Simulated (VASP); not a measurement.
# TiCo (Pm-3m) in VASP: notebook

The runs below take TiCo through single point, with BLYP, PBE.

Everything below comes from runs of VASP 6.6.1. Logs are shortened: lines on timing, memory, paths and dates and some standing lists are left out, and cuts for length are marked.

### Step 1. The cell of the first run

The structure is cubic, space group Pm-3m (No. 221). Conventional cell: a = 2.986 Å, b = 2.986 Å, c = 2.986 Å, α = 90.00°, β = 90.00°, γ = 90.00°. Co (site symmetry m-3m) has 8 Ti at 2.59 Å and 6 Co at 2.99 Å within 3.4 Å. Within 3.4 Å of Ti (site symmetry m-3m) lie 8 Co at 2.59 Å and 6 Ti at 2.99 Å.

### Step 2. Single point, BLYP, collinear spin, ferromagnetic start

Contents of INCAR:

```
PREC = Accurate ; ENCUT = 520
EDIFF = 1E-6 ; ISMEAR = -1
SIGMA = 0.05 ; LREAL = False
LASPH = True ; NELM = 150
ALGO = Normal ; ISIF = 2
LWAVE = False ; LCHARG = False
ISPIN = 2 ; MAGMOM = 2 1
LORBIT = 11 ; LMAXMIX = 4
GGA = B5 ; ALDAX = 1.0
AGGAX = 1.0 ; AGGAC = 1.0
ALDAC = 0.0 ; NBANDS = 22
```

Contents of KPOINTS:

```
regular mesh
0
Gamma
  9 9 9
```

Contents of POSCAR:

```
TiCo
1.0
    2.9861109900      0.0000000000      0.0000000000
    0.0000000000      2.9861109900      0.0000000000
    0.0000000000      0.0000000000      2.9861109900
Co Ti
1 1
Direct
    0.5000000000      0.5000000000      0.5000000000
    0.0000000000      0.0000000000      0.0000000000
```

Potentials or basis: VASP PAW PBE potentials, release 64 (Co, Ti_sv).

The run is started by

```console
cat potpaw_PBE.64/Co/POTCAR potpaw_PBE.64/Ti_sv/POTCAR > POTCAR
mpirun -np 1 vasp_std > vasp.out
```

OUTCAR:

```text
PREC = Accurate
   ENCUT = 520
   EDIFF = 1E-6
   ISMEAR = -1
   LREAL = False
   LASPH = True
   NELM = 150
   ISIF = 2
   ISPIN = 2
   LORBIT = 11
   GGA = B5

 ion  position               nearest neighbor table
   1  0.500  0.500  0.500-   2 2.59   2 2.59   2 2.59   2 2.59   2 2.59   2 2.59   2 2.59   2 2.59

   2  0.000  0.000  0.000-   1 2.59   1 2.59   1 2.59   1 2.59   1 2.59   1 2.59   1 2.59   1 2.59

  LATTYP: Found a simple cubic cell.
 ALAT       =     2.9861109900

  Lattice vectors:

 A1 = (   2.9861109900,   0.0000000000,   0.0000000000)
 A2 = (   0.0000000000,   2.9861109900,   0.0000000000)
 A3 = (   0.0000000000,   0.0000000000,   2.9861109900)

Analysis of symmetry for initial positions (statically):
=====================================================================
 Subroutine PRICEL returns:
 Original cell was already a primitive cell.

 Routine SETGRP: Setting up the symmetry group for a
 simple cubic supercell.

 Subroutine GETGRP returns: Found 48 space group operations
 (whereof 48 operations were pure point group operations)
 out of a pool of 48 trial point group operations.

The static configuration has the point symmetry O_h .

Analysis of symmetry for dynamics (positions and initial velocities):
=====================================================================
 Subroutine PRICEL returns:
 Original cell was already a primitive cell.

 Routine SETGRP: Setting up the symmetry group for a
 simple cubic supercell.

 Subroutine GETGRP returns: Found 48 space group operations
 (whereof 48 operations were pure point group operations)
 out of a pool of 48 trial point group operations.

The dynamic configuration has the point symmetry O_h .

Analysis of structural, dynamic, and magnetic symmetry:
=====================================================================
 Subroutine PRICEL returns:
 Original cell was already a primitive cell.

 Routine SETGRP: Setting up the symmetry group for a
 simple cubic supercell.

 Subroutine GETGRP returns: Found 48 space group operations
 (whereof 48 operations were pure point group operations)
 out of a pool of 48 trial point group operations.

The overall configuration has the point symmetry O_h .

 Subroutine INISYM returns: Found 48 space group operations
 (whereof 48 operations are pure point group operations),
 and found     1 'primitive' translations

----------------------------------------------------------------------------------------

                                     Primitive cell

  volume of cell :      26.6267

  direct lattice vectors                    reciprocal lattice vectors
     2.986110990  0.000000000  0.000000000     0.334883735  0.000000000  0.000000000
     0.000000000  2.986110990  0.000000000     0.000000000  0.334883735  0.000000000
     0.000000000  0.000000000  2.986110990     0.000000000  0.000000000  0.334883735

  length of vectors
     2.986110990  2.986110990  2.986110990     0.334883735  0.334883735  0.334883735

  position of ions in fractional coordinates (direct lattice)
     0.500000000  0.500000000  0.500000000
     0.000000000  0.000000000  0.000000000

  ion indices of the primitive-cell ions
   primitive index   ion index
                 1           1
                 2           2

----------------------------------------------------------------------------------------

 KPOINTS: regular mesh

Automatic generation of k-mesh.
 Grid dimensions read from file:
 generate k-points for:    9    9    9

 Generating k-lattice:

  Cartesian coordinates                     Fractional coordinates (reciprocal lattice)
     0.037209304  0.000000000  0.000000000     0.111111111  0.000000000  0.000000000
     0.000000000  0.037209304  0.000000000     0.000000000  0.111111111  0.000000000
     0.000000000  0.000000000  0.037209304     0.000000000  0.000000000  0.111111111

  Length of vectors
     0.037209304  0.037209304  0.037209304

  Shift w.r.t. Gamma in fractional coordinates (k-lattice)
     0.000000000  0.000000000  0.000000000

 Subroutine IBZKPT returns following result:
 ===========================================

 Found     35 irreducible k-points:

 Following reciprocal coordinates:
            Coordinates               Weight
  0.000000  0.000000  0.000000      1.000000
  0.111111  0.000000  0.000000      6.000000
  0.222222  0.000000  0.000000      6.000000
  0.333333  0.000000  0.000000      6.000000
  0.444444  0.000000  0.000000      6.000000
  0.111111  0.111111  0.000000     12.000000
[... 16 lines left out ...]
  0.333333  0.333333  0.111111     24.000000
  0.444444  0.333333  0.111111     48.000000
 [... further k-points ...]
   k-points           NKPTS =     35   k-points in BZ     NKDIM =     35   number of bands    NBANDS=     22
   number of dos      NEDOS =    301   number of ions     NIONS =      2
   total plane-waves  NPLWV =  13824
   dimension x,y,z NGX =    24 NGY =   24 NGZ =   24
   dimension x,y,z NGXF=    48 NGYF=   48 NGZF=   48
   ions per type =               1   1
   NGX,Y,Z   is equivalent  to a cutoff of  13.36, 13.36, 13.36 a.u.
   NGXF,Y,Z  is equivalent  to a cutoff of  26.72, 26.72, 26.72 a.u.
 SYSTEM =  unknown system
   PREC   = accura    normal or accurate (medium, high low for compatibility)
   ISTART =      0    job   : 0-new  1-cont  2-samecut
   ICHARG =      2    charge: 1-file 2-atom 10-const
   ISPIN  =      2    spin polarized calculation?
   LNONCOLLINEAR =      F non collinear calculations
   LSORBIT =      F    spin-orbit coupling
   LASPH  =      T    aspherical Exc in radial PAW
   ENCUT  =  520.0 eV  38.22 Ry    6.18 a.u.   5.55  5.55  5.55*2*pi/ulx,y,z
   NELM   =    150;   NELMIN=  2; NELMDL= -5     # of ELM steps
   EDIFF  = 0.1E-05   stopping-criterion for ELM
   LREAL  =      F    real-space projection
   EDIFFG = 0.1E-04   stopping-criterion for IOM
   NSW    =      0    number of steps for IOM
   IBRION =     -1    ionic relax: 0-MD 1-quasi-New 2-CG
   NFREE  =      0    steps in history (QN), initial steepest desc. (CG)
   ISIF   =      2    stress and relaxation
   ISYM   =      2    0-nonsym 1-usesym 2-fastsym
   POTIM  = 0.5000    time-step for ionic-motion
   TEBEG  =    0.0;   TEEND  =   0.0 temperature during run
   PSTRESS=    0.0 pullay stress
   NELECT =      21.0000    total number of electrons
   NUPDOWN=      -1.0000    fix difference up-down
   EMIN   =  10.00;   EMAX   =-10.00  energy-range for DOS
   EFERMI =   0.00;   METHOD = LEGACY
   ISMEAR =    -1;   SIGMA  =   0.05  broadening in eV -4-tet -1-fermi 0-gaus
   EFERMI_NEDOS =   21; number of points for ismear=-14 and -15
   IALGO  =     38    algorithm
   IMIX   =      4    mixing-type and parameters
     AMIX     =   0.40;   BMIX     =  1.00
     AMIX_MAG =   1.60;   BMIX_MAG =  1.00
  volume/ion in A,a.u.               =      13.31        89.84
  Fermi-wavevector in a.u.,A,eV,Ry     =   1.512546  2.858298 31.127355  2.287796
  Thomas-Fermi vector in A             =   2.622456
   LORBIT       =     11    0 simple, 1 ext, 2 COOP (PROOUT), +10 PAW based schemes
   GGA     = B5    functional components
   LHFCALC =     F    Hartree Fock is set to
   AEXX    =    0.0000 exact exchange contribution
   IVDW    =     0    specifies the selected vdW correction
   LEPSILON=     F    determine dielectric tensor
   LRPA    =     F    only Hartree local field effects (RPA)
 spin polarized calculation
  energy-cutoff  :      520.00
  volume of cell :       26.63
 maximum number of plane-waves:       739
 NGX is ok and might be reduce to    24
   NGX = 11   NGY = 11   NGZ = 11

 number of electron      20.9999983 magnetization       0.7385486

 Free energy of the ion-electron system (eV)
  ---------------------------------------------------
  ext. energy  EPLUGINS =         0.00000000
  ---------------------------------------------------
  free energy    TOTEN  =       -13.67026201 eV

  energy without entropy =      -13.65202726  energy(sigma->0) =      -13.66114463

 E-fermi :  10.4328     XC(G=0): -11.9988

 val. band max:       10.4220332956   @ k =   0.3333   0.3333   0.2222
 cond. band min:      10.4481199821   @ k =   0.3333   0.2222   0.0000
 fundamental gap:      0.0260866865
 Fermi energy:        10.4328234882

 spin component 1

 k-point     1 :       0.0000    0.0000    0.0000
  band No.  band energies     occupation
      1     -46.5916      1.00000
      2     -22.8513      1.00000
      3     -22.8513      1.00000
      4     -22.8513      1.00000
      5       2.9017      1.00000
      6       6.3538      1.00000
[... 14 lines left out ...]
     21      29.6444      0.00000
     22      31.5869      0.00000

 k-point     2 :       0.1111    0.0000    0.0000
  band No.  band energies     occupation
      1     -46.5879      1.00000
      2     -22.8865      1.00000
      3     -22.8487      1.00000
      4     -22.8487      1.00000
      5       3.1446      1.00000
      6       6.4505      1.00000
[... 542 lines left out ...]
 k-point    24 :       0.4444    0.3333    0.1111
  band No.  band energies     occupation
      1     -46.5353      1.00000
      2     -23.1001      1.00000
      3     -23.0314      1.00000
      4     -22.8416      1.00000
      5       6.2366      1.00000
      6       6.8423      1.00000
[... 14 lines left out ...]
     21      27.3213      0.00000
     22      30.3466      0.00000

 [... further k-points ...]

 spin component 2

 k-point     1 :       0.0000    0.0000    0.0000
  band No.  band energies     occupation
      1     -46.5815      1.00000
      2     -22.8414      1.00000
      3     -22.8414      1.00000
      4     -22.8414      1.00000
      5       2.9062      1.00000
      6       6.9028      1.00000
[... 14 lines left out ...]
     21      29.7788      0.00000
     22      31.5096      0.00000

 k-point     2 :       0.1111    0.0000    0.0000
  band No.  band energies     occupation
      1     -46.5777      1.00000
      2     -22.8769      1.00000
      3     -22.8389      1.00000
      4     -22.8389      1.00000
      5       3.1495      1.00000
      6       7.0140      1.00000
[... 542 lines left out ...]
 k-point    24 :       0.4444    0.3333    0.1111
  band No.  band energies     occupation
      1     -46.5248      1.00000
      2     -23.0923      1.00000
      3     -23.0231      1.00000
      4     -22.8319      1.00000
      5       6.5020      1.00000
      6       7.0869      1.00000
[... 14 lines left out ...]
     21      27.3622      0.00000
     22      30.3475      0.00000

 [... further k-points ...]
[... 5 lines left out ...]
  --------------------------------------------------------------------------------------
  -------------------------------------------------------------------------------------
  Total        0.7252680      0.7252680      0.7252680     -0.0000000      0.0000000      0.0000000
  in kB       43.6406533     43.6406533     43.6406533     -0.0000000      0.0000000      0.0000000
  external PRESSURE =      43.6406533 kB  Pullay stress =       0.0000000 kB

 VOLUME and BASIS-vectors are now :
 -----------------------------------------------------------------------------
  energy-cutoff  :      520.00
  volume of cell :       26.63
      direct lattice vectors                 reciprocal lattice vectors
     2.986110990  0.000000000  0.000000000     0.334883735  0.000000000  0.000000000
     0.000000000  2.986110990  0.000000000     0.000000000  0.334883735  0.000000000
     0.000000000  0.000000000  2.986110990     0.000000000  0.000000000  0.334883735

 POSITION                                       TOTAL-FORCE (eV/Angst)
 -----------------------------------------------------------------------------------
      1.49306      1.49306      1.49306         0.000000      0.000000      0.000000
      0.00000      0.00000      0.00000         0.000000      0.000000      0.000000
 -----------------------------------------------------------------------------------
    total drift:                                0.000000      0.000000     -0.000000

  FREE ENERGIE OF THE ION-ELECTRON SYSTEM (eV)
  ---------------------------------------------------
  free  energy   TOTEN  =       -13.6702620126 eV

  energy  without entropy=      -13.6520272573  energy(sigma->0) =      -13.66114463

 total charge

# of ion       s       p       d       tot
------------------------------------------
    1        0.527   0.440   7.365   8.332
    2        2.245   6.171   1.917  10.333
--------------------------------------------------
tot          2.773   6.611   9.282  18.666

 magnetization (x)

# of ion       s       p       d       tot
------------------------------------------
    1        0.023  -0.005   0.763   0.781
    2       -0.002  -0.011   0.008  -0.005
--------------------------------------------------
tot          0.021  -0.016   0.771   0.775
```

Run time: 37 s. Hardware: 1 thread of AMD EPYC 9R45 (Zen 5), shared host; peak memory 0.14 GiB.

Results:

```yaml
Free_energy: -13.6703 eV
Pressure: 4.4 GPa
Net_moment: 0.74 μB per cell
Site_moments: Co +0.78; Ti -0.01 μB
Valence_electrons_inside_the_program's_atomic_spheres: Co 8.33; Ti 10.33
```

Levels at points of the mesh, in eV from the Fermi level:
Spin up:
| k point | band 6 | band 7 | band 8 | band 9 | band 10 | band 11 | band 12 | band 13 | band 14 | band 15 |
| --- | --- | --- | --- | --- | --- | --- | --- | --- | --- | --- |
| (0.00, 0.00, 0.00) | -4.08 | -4.08 | -1.85 | -1.85 | -1.85 | 0.48 | 0.48 | 2.52 | 2.52 | 2.52 |
Spin down:
```
           k point  band 6  band 7  band 8  band 9  band 10  band 11  band 12  band 13  band 14  band 15
(0.00, 0.00, 0.00)   -3.53   -3.53   -1.41   -1.41    -1.41     0.94     0.94     2.63     2.63     2.63
```

Caveat: the PAW data sets were made with another functional, which shifts forces and pressure a little.

### Step 3. Single point, PBE, collinear spin, ferromagnetic start

Contents of INCAR:

```
SYSTEM = TiCo
ALGO = Fast
EDIFF = 1E-6
ENCUT = 520
GGA = PE
ISIF = 2
ISMEAR = 0
ISPIN = 2
LASPH = .TRUE.
LCHARG = .FALSE.
LMAXMIX = 4
LORBIT = 11
LREAL = .FALSE.
LWAVE = .FALSE.
MAGMOM = 2 1
NBANDS = 22
NELM = 150
PREC = Accurate
SIGMA = 0.014
```

Contents of KPOINTS:

```
k-points
0
G
  9 9 9
  0 0 0
```

POSCAR is that of step 2.

Potentials or basis: VASP PAW PBE potentials, release 64 (Co, Ti_sv).

The run is started by

```console
cat potpaw_PBE.64/Co/POTCAR potpaw_PBE.64/Ti_sv/POTCAR > POTCAR
mpirun -np 1 vasp_std > vasp.out
```

OUTCAR:

```text
SYSTEM = TiCo
   EDIFF = 1E-6
   ENCUT = 520
   GGA = PE
   ISIF = 2
   ISMEAR = 0
   ISPIN = 2
   LASPH = .TRUE.
   LORBIT = 11
   LREAL = .FALSE.
   NELM = 150
   PREC = Accurate

 ion  position               nearest neighbor table
   1  0.500  0.500  0.500-   2 2.59   2 2.59   2 2.59   2 2.59   2 2.59   2 2.59   2 2.59   2 2.59

   2  0.000  0.000  0.000-   1 2.59   1 2.59   1 2.59   1 2.59   1 2.59   1 2.59   1 2.59   1 2.59

  LATTYP: Found a simple cubic cell.
 ALAT       =     2.9861109900

  Lattice vectors:

 A1 = (   2.9861109900,   0.0000000000,   0.0000000000)
 A2 = (   0.0000000000,   2.9861109900,   0.0000000000)
 A3 = (   0.0000000000,   0.0000000000,   2.9861109900)

Analysis of symmetry for initial positions (statically):
=====================================================================
 Subroutine PRICEL returns:
 Original cell was already a primitive cell.

 Routine SETGRP: Setting up the symmetry group for a
 simple cubic supercell.

 Subroutine GETGRP returns: Found 48 space group operations
 (whereof 48 operations were pure point group operations)
[... 792 lines left out ...]

 k-point     1 :       0.0000    0.0000    0.0000
  band No.  band energies     occupation
      1     -47.2224      1.00000
      2     -23.3163      1.00000
      3     -23.3163      1.00000
      4     -23.3163      1.00000
      5       2.2308      1.00000
      6       6.4123      1.00000
[... 589 lines left out ...]
     21      26.7612      0.00000
     22      29.7078      0.00000

 [... further k-points ...]
[... 5 lines left out ...]
  --------------------------------------------------------------------------------------
  -------------------------------------------------------------------------------------
  Total       -0.1411607     -0.1411607     -0.1411607      0.0000000      0.0000000     -0.0000000
  in kB       -8.4938866     -8.4938866     -8.4938866      0.0000000      0.0000000     -0.0000000
  external PRESSURE =      -8.4938866 kB  Pullay stress =       0.0000000 kB

 VOLUME and BASIS-vectors are now :
 -----------------------------------------------------------------------------
  energy-cutoff  :      520.00
  volume of cell :       26.63
      direct lattice vectors                 reciprocal lattice vectors
     2.986110990  0.000000000  0.000000000     0.334883735  0.000000000  0.000000000
     0.000000000  2.986110990  0.000000000     0.000000000  0.334883735  0.000000000
     0.000000000  0.000000000  2.986110990     0.000000000  0.000000000  0.334883735

 POSITION                                       TOTAL-FORCE (eV/Angst)
 -----------------------------------------------------------------------------------
      1.49306      1.49306      1.49306         0.000000      0.000000      0.000000
      0.00000      0.00000      0.00000         0.000000      0.000000      0.000000
 -----------------------------------------------------------------------------------
    total drift:                                0.000000      0.000000     -0.000000

  FREE ENERGIE OF THE ION-ELECTRON SYSTEM (eV)
  ---------------------------------------------------
  free  energy   TOTEN  =       -15.6747950303 eV

  energy  without entropy=      -15.6745952489  energy(sigma->0) =      -15.67469514

 total charge

# of ion       s       p       d       tot
------------------------------------------
    1        0.525   0.460   7.302   8.287
    2        2.247   6.179   1.861  10.286
--------------------------------------------------
tot          2.771   6.639   9.163  18.574

 magnetization (x)

# of ion       s       p       d       tot
------------------------------------------
    1        0.026  -0.006   0.899   0.919
    2       -0.002  -0.014  -0.012  -0.029
--------------------------------------------------
tot          0.023  -0.020   0.887   0.890
```

stdout:

```text
POSCAR found type information on POSCAR CoTi
 POSCAR found :  2 types and       2 ions
 scaLAPACK will be used
 LDA part: xc-table for (Slater+PW92), standard interpolation
 POSCAR, INCAR and KPOINTS ok, starting setup
 FFT: planning ... GRIDC
 FFT: planning ... GRID_SOFT
 FFT: planning ... GRID
 WAVECAR not read
 entering main loop
```

It took 29 s on 1 thread of AMD EPYC 9R45 (Zen 5), shared host; peak memory 0.14 GiB.

Results:

```
Free energy                                           : -15.6748 eV
Pressure                                              : -0.8 GPa
Net moment                                            : 0.84 μB per cell
Site moments                                          : Co +0.92; Ti -0.03 μB
Valence electrons inside the program's atomic spheres : Co 8.29; Ti 10.29
```
